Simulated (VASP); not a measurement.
Wanted: the native input for a VASP 6.6.1 run.

* Task: electric field gradients
* Functional: PBE
* Potentials or basis: VASP PAW PBE potentials, release 64 (Si, C)
* Cutoff: 520 eV
* k mesh: 4 × 4 × 4
* Occupations: gaussian, width 0.01 eV
* Spin: no spin polarisation
* Dipole correction: no
* Further INCAR settings: LREAL = Auto; ALGO = Normal; EDIFF = 1e-08; NBANDS = 46

The structure of SiC (Moissanite 3C) lies in POSCAR:

```
SiC
1.0
    0.0000000000      4.3580000000      4.3580000000
    4.3580000000      0.0000000000      4.3580000000
    4.3580000000      4.3580000000      0.0000000000
Si C
8 8
Direct
    0.0000000000      0.0000000000      0.0000000000
    0.0000000000      0.0000000000      0.5000000000
    0.0000000000      0.5000000000      0.0000000000
    0.0000000000      0.5000000000      0.5000000000
    0.5000000000      0.0000000000      0.0000000000
    0.5000000000      0.0000000000      0.5000000000
    0.5000000000      0.5000000000      0.0000000000
    0.5000000000      0.5000000000      0.5000000000
    0.1250000000      0.1250000000      0.1250000000
    0.1250000000      0.1250000000      0.6250000000
    0.1250000000      0.6250000000      0.1250000000
    0.1250000000      0.6250000000      0.6250000000
    0.6250000000      0.1250000000      0.1250000000
    0.6250000000      0.1250000000      0.6250000000
    0.6250000000      0.6250000000      0.1250000000
    0.6250000000      0.6250000000      0.6250000000
```

One way to write it, as run:

INCAR

```
ALGO = Normal ; EDIFF = 1E-8
ENCUT = 520 ; GGA = PE
ISIF = 2 ; ISMEAR = 0
LASPH = T ; LCHARG = F
LEFG = T ; LREAL = Auto
LWAVE = F ; NBANDS = 46
NELM = 60 ; PREC = Accurate
SIGMA = 0.01
```

KPOINTS

```
k-points
0
Gamma
  4 4 4
```

Potentials or basis: VASP PAW PBE potentials, release 64 (Si, C).

Run with:

```bash
$ cat potpaw_PBE.64/Si/POTCAR potpaw_PBE.64/C/POTCAR > POTCAR
$ mpirun -np 1 vasp_std > vasp.out
```

Results of the run:

```yaml
Pressure: 3.1 GPa
Band_gap_on_the_k_mesh: 1.36 eV
```

Caveat: without QUAD_EFG the Cq values of the log hold for a quadrupole moment of 1 mb, not for the nuclei.

It took 67 s on 1 thread of Intel(R) Xeon(R) 6975P-C (Granite Rapids), on a shared host, peak memory 0.31 GiB.
